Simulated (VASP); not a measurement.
Pd: single point with LDA

Crystal: Pd.

```
CELL_PARAMETERS angstrom
0.00000 1.98468 1.98468
1.98468 0.00000 1.98468
1.98468 1.98468 0.00000
ATOMIC_POSITIONS crystal
Pd 0.00000 0.00000 0.00000
```

| Quantity | Value |
| --- | --- |
| Program | VASP 6.6.1 |
| Task | single point |
| Functional | LDA |
| Potentials or basis | VASP PAW LDA potentials, release 64 (Pd) |
| Cutoff | 520 eV |
| k mesh | 12 × 12 × 12 |
| Occupations | fermi-dirac, width 0.05 eV |
| Spin | non-collinear spin, zero start, spin-orbit coupling |
| Starting moments | [[0.0, 0.0, 0.0]] μB |
| Dipole correction | no |
| Further INCAR settings | ALGO = Normal; EDIFF = 1e-06; NBANDS = 21 |

- Pressure: -17.1 GPa
- Net moment: 0.00 μB per cell
- Valence electrons inside the program's atomic spheres: Pd 9.32

Moments on the atoms (μB; x, y, z):
```
Pd  0.00 0.00 0.00
```

Wall time 18 s on 1 thread of Intel(R) Xeon(R) 6975P-C (Granite Rapids), with other jobs on the host, peak memory 0.18 GiB.
